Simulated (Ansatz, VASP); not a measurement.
One calculation of CoO, two programs

The input INCAR:

```
SYSTEM = CoO
PREC = Accurate
ENCUT = 700
EDIFF = 1E-6
ISMEAR = 0
SIGMA = 0.02
LREAL = .False.
LASPH = .True.
NELM = 200
ALGO = Normal
ISIF = 2
LWAVE = .False.
LCHARG = .False.
LMAXMIX = 4
LDAU = .True.
LDAUTYPE = 2
LDAUL = 2 -1
LDAUU = 3.32 0
LDAUJ = 0 0
LDAUPRINT = 1
GGA = PE
NBANDS = 18
GGA_COMPAT = .False.
```

File KPOINTS:

```
Automatic mesh
0
Gamma
  12 12 12
  0 0 0
```

POSCAR

```
CoO
1.0
   -1.4340607057      1.4340607057      2.0039284158
    1.4340607057     -1.4340607057      2.0039284158
    1.4340607057      1.4340607057     -2.0039284158
Co O
1 1
Direct
    0.0000000000      0.0000000000      0.0000000000
    0.5000000000      0.5000000000      0.0000000000
```

Input for Ansatz:

```yaml
crystal:
  lattice:
    - [-1.4340607057, 1.4340607057, 2.0039284158]
    - [1.4340607057, -1.4340607057, 2.0039284158]
    - [1.4340607057, 1.4340607057, -2.0039284158]
  atoms:
    - { symbol: Co, position: [0.0, 0.0, 0.0] }
    - { symbol: O, position: [0.5, 0.5, 0.0] }
basis:
  ecutwfc: 420
kpoints:
  mp_grid: { grid: [12, 12, 12] }
hamiltonian:
  xc: pbe
  hubbard: { sites: [{ species: Co, l: d, u_eff: 3.32 }] }
scf:
  occupations: { method: gaussian, width: 0.02 }
output:
  forces: true
  stress: true
  eigenvalues: true
  write_density: true
  write_potential: true
  elf: true
  volumetric_format: npy
```

Alike in both runs: task single point; functional PBE; k mesh 12 × 12 × 12; occupations gaussian, width 0.02 eV; no spin polarisation; Hubbard terms Co d U = 3.32 eV.

|  | VASP | Ansatz |
| --- | --- | --- |
| version | VASP 6.6.1 | Ansatz 0.2.0 |
| potentials or method | VASP PAW PBE potentials, release 64 (Co_sv, O), cutoff 700 eV | scalar-relativistic, plane waves, PAW |
| valence electrons in the cell | 23 | 23 |

VASP gave:

```
gap on the k mesh at the Fermi level (eV)                     : none
pressure (GPa)                                                : 11.2
traceless stress, the component that is largest in VASP (GPa) : 0.59
```

Task: What did Ansatz give for the same quantities?

Result: gap on the k mesh at the Fermi level (eV): none; pressure (GPa): 12.6; traceless stress, the component that is largest in VASP (GPa): 0.85.

The programs project onto different local orbitals, so the same U acts differently, and such runs can settle in different states. A gap of «none» marks a metal or a gap that the smearing closes. Ansatz's warnings: filled band counts differ across k points.
